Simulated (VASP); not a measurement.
Here is a VASP 6.6.1 calculation.

INCAR

```
SYSTEM = Li4TaO
PREC = Accurate
ENCUT = 880
EDIFF = 1E-6
ISMEAR = 0
SIGMA = 0.1
LREAL = .FALSE.
LASPH = .TRUE.
NELM = 200
ALGO = Normal
ISIF = 2
LWAVE = .FALSE.
LCHARG = .FALSE.
ISPIN = 2
MAGMOM = 0 0 0 0 1 0
LORBIT = 11
LMAXMIX = 4
GGA = PE
NBANDS = 28
GGA_COMPAT = .FALSE.
```

File KPOINTS:

```
regular mesh
0
G
  4 4 4
  0 0 0
```

The input POSCAR:

```
Li4TaO
1.0
   -2.9516087100      2.9516087100      2.5456386800
    2.9516087100     -2.9516087100      2.5456386800
    2.9516087100      2.9516087100     -2.5456386800
Li Ta O
4 1 1
Direct
    0.9199750100      0.4199750100      0.8399500300
    0.5800249900      0.0800249900      0.1600499700
    0.0800249900      0.9199750100      0.5000000000
    0.4199750100      0.5800249900      0.5000000000
    0.5000000000      0.5000000000      0.0000000000
    0.0000000000      0.0000000000      0.0000000000
```

Potentials or basis: VASP PAW PBE potentials, release 64 (Li_sv, Ta_sv_GW, O).

The run is started by

```sh
$ cat potpaw_PBE.64/Li_sv/POTCAR potpaw_PBE.64/Ta_sv_GW/POTCAR potpaw_PBE.64/O/POTCAR > POTCAR
$ mpirun -np 1 vasp_std > vasp.out
```

Question: Predict the largest force.

Answer: 0.338 eV/Å.

Question: Predict the net moment.

Answer: 3.07 μB per cell.

Question: Estimate the pressure.

Answer: 0.8 GPa.

Stress tensor (GPa, compression positive):
```
  9.05   0.00   0.00
  0.00   9.05   0.00
  0.00   0.00 -15.82
```

Caveat: the k points lie up to 0.41 Å⁻¹ apart.
